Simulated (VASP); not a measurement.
Li:

```
Li
1.0
     4.96121    0.00000    0.00000
    -2.48060    4.29653    0.00000
     0.00000    0.00000    3.04122
Li
3
Direct
  0.00000 0.00000 0.00000
  0.33333 0.66667 0.50000
  0.66667 0.33333 0.50000
```

```yaml
Program: VASP 6.6.1
Task: relaxation of cell and atoms
Functional: LDA
Potentials_or_basis: VASP PAW LDA potentials, release 64 (Li_sv)
Cutoff: 600 eV
k_mesh: 7 × 7 × 10
Occupations: fermi-dirac, width 0.1 eV
Spin: no spin polarisation
```

At the start: pressure -1.6 GPa; volume 21.61 Å³/atom.

Problem. How do energy, volume and symmetry change on relaxing?

Solution. Over 8 steps the energy falls by 19.1 meV/atom and the volume is 18.70 Å³/atom (-13.5 %); space group P6/mmm (No. 191, to 0.05 Å).

The path:
| step | energy change (eV) | largest force (eV/Å) | pressure (GPa) | volume (Å³) |
| --- | --- | --- | --- | --- |
| 1 | 0.0000 | 0.0000 | -1.62 | 64.83 |
| 2 | -0.0208 | 0.0000 | -1.34 | 62.79 |
| 3 | -0.0519 | 0.0000 | -0.48 | 58.16 |
| 4 | -0.0125 | 0.0000 | 2.36 | 49.56 |
| 5 | -0.0562 | 0.0000 | 0.01 | 56.18 |
| 6 | -0.0563 | 0.0000 | 0.08 | 55.90 |
| 7 | -0.0569 | 0.0000 | 0.05 | 55.97 |
| 8 | -0.0573 | 0.0000 | 0.01 | 56.10 |

Final structure:
```
Li
1.0
     4.80513    0.00000    0.00000
    -2.40256    4.16136    0.00000
     0.00000    0.00000    2.80563
Li
3
Direct
  0.00000 0.00000 0.00000
  0.33333 0.66667 0.50000
  0.66667 0.33333 0.50000
```

Caveat: the cutoff is under 1.25 times the usual one of these potentials, so pressure, stress and relaxed cells hold a basis-set (Pulay) error.
